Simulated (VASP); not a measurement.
Here is a VASP 6.6.1 calculation.

File INCAR:

```
SYSTEM = W2O3
ALGO = Normal ; EDIFF = 1E-6
ENCUT = 520 ; GGA = PE
ISIF = 2 ; ISMEAR = -1
LASPH = .TRUE. ; LCHARG = .TRUE.
LELF = .TRUE. ; LREAL = .FALSE.
LVHAR = .TRUE. ; LWAVE = .FALSE.
NBANDS = 57 ; NELM = 100
PREC = Accurate ; SIGMA = 0.06122561905347299
```

The input KPOINTS:

```
k-points
0
G
  12 12 12
  0 0 0
```

Contents of POSCAR:

```
W2O3
1.0
    4.7535591604      0.0000000000      0.0000000000
    0.0000000000      4.7535591604      0.0000000000
    0.0000000000      0.0000000000      4.7535591604
W O
4 6
Direct
    0.2500000000      0.2500000000      0.2500000000
    0.7500000000      0.7500000000      0.2500000000
    0.7500000000      0.2500000000      0.7500000000
    0.2500000000      0.7500000000      0.7500000000
    0.5000000000      0.0000000000      0.0000000000
    0.0000000000      0.5000000000      0.0000000000
    0.0000000000      0.0000000000      0.5000000000
    0.5000000000      0.5000000000      0.0000000000
    0.5000000000      0.0000000000      0.5000000000
    0.0000000000      0.5000000000      0.5000000000
```

Potentials or basis: VASP PAW PBE potentials, release 64 (W_sv, O).

The run is started by

```sh
$ cat potpaw_PBE.64/W_sv/POTCAR potpaw_PBE.64/O/POTCAR > POTCAR
$ mpirun -np 1 vasp_std > vasp.out
```

(1) Predict the band gap on the k mesh.

(2) What does it give for the pressure?

## Answers

(1) zero (bands 46 and 47 overlap by 0.33 eV).

(2) 20.8 GPa.

Caveat: the cell stands under pressure; spin-orbit coupling is left out, which moves the levels of the heavy elements.
